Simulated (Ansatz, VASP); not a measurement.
# One calculation of Al3VN4, two programs

```
Al V N
1.0
     4.67027    0.00000    0.00000
     0.00000    4.67027    0.00000
     0.00000    0.00000    4.67027
Al V N
3 1 4
Direct
  0.50000 0.00000 0.50000
  0.50000 0.50000 0.00000
  0.00000 0.50000 0.50000
  0.00000 0.00000 0.00000
  0.00000 0.50000 0.00000
  0.50000 0.50000 0.50000
  0.00000 0.00000 0.50000
  0.50000 0.00000 0.00000
```

Alike in both runs: task single point; functional PBE; k mesh 4 × 4 × 4; occupations gaussian, width 0.1 eV; collinear spin.

|  | VASP | Ansatz |
| --- | --- | --- |
| version | VASP 6.6.1 | Ansatz 0.2.0 |
| potentials or method | VASP PAW PBE potentials, release 64 (Al, V_sv, N), cutoff 520 eV | scalar-relativistic, plane waves, PAW |
| valence electrons in the cell | 42 | 42 |

```csv
,VASP,Ansatz,Ansatz less VASP
gap on the k mesh at the Fermi level (eV),none,none,-
net moment per atom (μB),0.25,0.25,0.000
size of the moment on the site where the two differ most (μB),1.85,1.69,-0.169
```

Site moments also hang on the region over which each program counts them. A gap of «none» marks a metal or a gap that the smearing closes.
